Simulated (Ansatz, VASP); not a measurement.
One calculation of Al3Cu2, two programs

```
Al Cu
1.0
     3.96101    0.00000    0.00000
    -1.98051    3.43034    0.00000
     0.00000    0.00000    5.16185
Al Cu
3 2
Cartesian
  0.0000 0.0000 0.0000
  0.0485 2.2869 1.8113
  1.9320 1.1434 3.3506
  -0.0805 2.2869 4.3441
  2.0610 1.1434 0.8177
```

Change from the starting cell: mode 4 frozen in at -0.082 Å, strain +e along z and -e/2 along x and y +0.0467.

Alike in both runs: task single point; functional LDA; k mesh 12 × 12 × 8; occupations gaussian, width 0.15 eV; no spin polarisation.

|  | VASP | Ansatz |
| --- | --- | --- |
| version | VASP 6.6.1 | Ansatz 0.2.0 |
| potentials or method | VASP PAW LDA potentials, release 64 (Al, Cu), cutoff 520 eV | scalar-relativistic, plane waves, PAW |
| valence electrons in the cell | 31 | 47 |

```csv
,VASP,Ansatz,Ansatz less VASP
gap on the k mesh at the Fermi level (eV),none,none,-
pressure (GPa),1.7,1.3,-0.41
"traceless stress, the component that is largest in VASP (GPa)",-7.91,-7.92,-0.004
rms of the force components (eV/Å),0.181,0.180,-0.0012
```

Ansatz warns that its potentials were made for another functional, while VASP's fit it. LDA's correlation is that of Perdew and Zunger in VASP and of Perdew and Wang (1992) in Ansatz. Atom by atom the forces differ by 0.004 eV/Å (rms over components). A gap of «none» marks a metal or a gap that the smearing closes. VASP's potentials hold 31 valence electrons a cell and Ansatz's 47, so a difference there can come from the potentials and not from the codes.
